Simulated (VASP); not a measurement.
# BeS: phonons with r2SCAN

BeS:

```
Be S
1.0
     2.41818    2.41818    0.00000
    -2.41818    2.41818    0.00000
     0.00000    2.41818    2.41818
Be S
1 1
Direct
  0.00000 0.00000 0.00000
  0.75000 0.25000 0.50000
```

```json
{
  "Program": "VASP 6.6.1",
  "Task": "phonons",
  "Functional": "r2SCAN",
  "Potentials or basis": "VASP PAW PBE potentials, release 64 (Be, S)",
  "Cutoff": "520 eV",
  "k mesh": "8 × 8 × 8",
  "Occupations": "gaussian, width 0.01 eV",
  "Spin": "no spin polarisation",
  "Dipole correction": "no",
  "Further INCAR settings": "ALGO = Normal; EDIFF = 1e-08; NBANDS = 11; IBRION = 6; POTIM = 0.015; NSW = 1"
}
```

| Quantity | Value |
| --- | --- |
| Highest phonon frequency at Γ, LO-TO splitting left out | 574 cm⁻¹ |

Phonon frequencies in cm⁻¹ (negative: imaginary):
| q point | frequencies |
| --- | --- |
| (0.000, 0.000, 0.000) | 0 0 0 574 574 574 |

Wall time 9.7 min on 1 thread of Intel Xeon 8259CL, with other jobs on the host, peak memory 0.2 GiB.

Caveat: the cell stands under pressure or tension, which shifts response properties.
